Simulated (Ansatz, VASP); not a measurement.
Two plane-wave programs on Si

INCAR

```
ALGO = Normal ; EDIFF = 1E-6
ENCUT = 520 ; ISIF = 2
ISMEAR = 0 ; LASPH = T
LCHARG = F ; LREAL = F
LWAVE = F ; NBANDS = 16
NELM = 100 ; PREC = Accurate
SIGMA = 0.03
```

File KPOINTS:

```
k-points
0
Gamma
  12 12 6
```

POSCAR

```
Si
1.0
    3.6181519190      0.0000000000      0.0000000000
   -1.8090759595      3.1334114766      0.0000000000
    0.0000000000      0.0000000000      6.9428717174
Si
4
Direct
    0.3333333333      0.6666666667      0.0868883759
    0.6666666667      0.3333333333      0.5868883759
    0.3333333333      0.6666666667      0.4131116241
    0.6666666667      0.3333333333      0.9131116241
```

Input for Ansatz:

```yaml
crystal:
  lattice:
    - [3.618151919, 0.0, 0.0]
    - [-1.8090759595, 3.1334114766, 0.0]
    - [0.0, 0.0, 6.9428717174]
  atoms:
    - { symbol: Si, position: [0.3333333333, 0.6666666667, 0.0868883759] }
    - { symbol: Si, position: [0.6666666667, 0.3333333333, 0.5868883759] }
    - { symbol: Si, position: [0.3333333333, 0.6666666667, 0.4131116241] }
    - { symbol: Si, position: [0.6666666667, 0.3333333333, 0.9131116241] }
basis:
  ecutwfc: 420
kpoints:
  mp_grid: { grid: [12, 12, 6] }
hamiltonian:
  xc: lda
  pseudopotentials: { kind: paw, azcp: { folder: soft_1 } }
scf:
  occupations: { method: gaussian, width: 0.03 }
output:
  forces: true
  stress: true
  eigenvalues: true
```

Alike in both runs: task single point; functional LDA; k mesh 12 × 12 × 6; occupations gaussian, width 0.03 eV; no spin polarisation.

|  | VASP | Ansatz |
| --- | --- | --- |
| version | VASP 6.6.1 | Ansatz 0.2.0 |
| potentials or method | VASP PAW LDA potentials, release 64 (Si), cutoff 520 eV | scalar-relativistic, plane waves, PAW |
| valence electrons in the cell | 16 | 16 |

```tsv
	VASP	Ansatz	Ansatz less VASP
gap on the k mesh at the Fermi level (eV)	none	none	-
pressure (GPa)	-2.9	-2.9	-0.05
traceless stress, the component that is largest in VASP (GPa)	-8.30	-8.23	+0.063
rms of the force components (eV/Å)	1.527	1.533	+0.0059
```

Ansatz warns that its potentials were made for another functional, while VASP's fit it. LDA's correlation is that of Perdew and Zunger in VASP and of Perdew and Wang (1992) in Ansatz. Atom by atom the forces differ by 0.006 eV/Å (rms over components). A gap of «none» marks a metal or a gap that the smearing closes.
